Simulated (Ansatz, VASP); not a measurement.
AlN: VASP beside Ansatz

```
Al N
1.0
     0.00000    2.15657    2.15657
     2.15657    0.00000    2.15657
     2.15657    2.15657    0.00000
Al N
1 1
Direct
  0.00000 0.00000 0.00000
  0.25000 0.25000 0.25000
```

Change from the starting cell: volume scaled by 0.94, PAW files.

Alike in both runs: task single point; functional PBE; k mesh 17 × 17 × 17; occupations fermi-dirac, width 0.08 eV; no spin polarisation.

|  | VASP | Ansatz |
| --- | --- | --- |
| version | VASP 6.6.1 | Ansatz 0.2.0 |
| potentials or method | VASP PAW PBE potentials, release 64 (Al, N) | PAW with Ansatz's default frozen-core files, scalar-relativistic |
| plane-wave cutoff (eV) | 520 | 420 |
| valence electrons in the cell | 8 | 8 |

Ansatz gave:

| Quantity | Value |
| --- | --- |
| gap on the k mesh at the Fermi level (eV) | 3.40 |
| pressure (GPa) | 13.5 |

**Question.** What did VASP give for the same quantities?

**Answer.** gap on the k mesh at the Fermi level (eV): 3.39; pressure (GPa): 13.2.

With one functional, cell and mesh, what is left measures potentials, basis and numerics.
